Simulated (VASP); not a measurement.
Wanted: the native input for a VASP 6.6.1 run.

```yaml
Task: single point
Functional: r2SCAN
Potentials_or_basis: VASP PAW PBE potentials, release 64 (Sc_sv, Al)
Cutoff: 520 eV
k_mesh: 10 × 10 × 10
Occupations: gaussian, width 0.1 eV
Spin: no spin polarisation
Dipole_correction: no
Further_INCAR_settings: ALGO = Normal; EDIFF = 1e-06; NBANDS = 26
```

Crystal: Sc3Al.

```
Sc Al
1.0
     4.47074    0.00000    0.00000
     0.00000    4.47074    0.00000
     0.00000    0.00000    4.47074
Sc Al
3 1
Direct
  0.50000 0.00000 0.50000
  0.00000 0.50000 0.50000
  0.50000 0.50000 0.00000
  0.00000 0.00000 0.00000
```

One way to write it, as run:

POSCAR

```
Sc3Al
1.0
    4.4707379295      0.0000000000      0.0000000000
    0.0000000000      4.4707379295      0.0000000000
    0.0000000000      0.0000000000      4.4707379295
Sc Al
3 1
Direct
    0.5000000000      0.0000000000      0.5000000000
    0.0000000000      0.5000000000      0.5000000000
    0.5000000000      0.5000000000      0.0000000000
    0.0000000000      0.0000000000      0.0000000000
```

INCAR.step1

```
SYSTEM = Sc3Al
PREC = Accurate
ENCUT = 520
ISMEAR = 0
SIGMA = 0.1
LREAL = .FALSE.
LASPH = .TRUE.
NELM = 80
NBANDS = 26
GGA = PE
ALGO = Normal
EDIFF = 1E-4
LWAVE = .TRUE.
LCHARG = .FALSE.
```

INCAR.step2

```
SYSTEM = Sc3Al
PREC = Accurate
ENCUT = 520
EDIFF = 1E-6
ISMEAR = 0
SIGMA = 0.1
LREAL = .FALSE.
LASPH = .TRUE.
NELM = 80
ALGO = Normal
ISIF = 2
LWAVE = .FALSE.
LCHARG = .FALSE.
METAGGA = R2SCAN
LMIXTAU = .TRUE.
NBANDS = 26
ISTART = 1
```

KPOINTS

```
Automatic mesh
0
G
  10 10 10
  0 0 0
```

Potentials or basis: VASP PAW PBE potentials, release 64 (Sc_sv, Al).

The run is started by

```console
$ cat potpaw_PBE.64/Sc_sv/POTCAR potpaw_PBE.64/Al/POTCAR > POTCAR
$ cp INCAR.step1 INCAR
$ mpirun -np 1 vasp_std > vasp.out
$ cp INCAR.step2 INCAR
$ mpirun -np 1 vasp_std > vasp.out
```

It gave:

```json
{"Pressure": "-1.7 GPa", "Band gap on the k mesh": "zero (bands 18 and 19 overlap by 1.65 eV)"}
```

Caveat: the PAW data sets were made with another functional, which shifts forces and pressure a little.

It took 5.2 min on 1 thread of AMD EPYC 9R45 96-Core Processor (Zen 5), with other jobs on the host, peak memory 0.25 GiB.
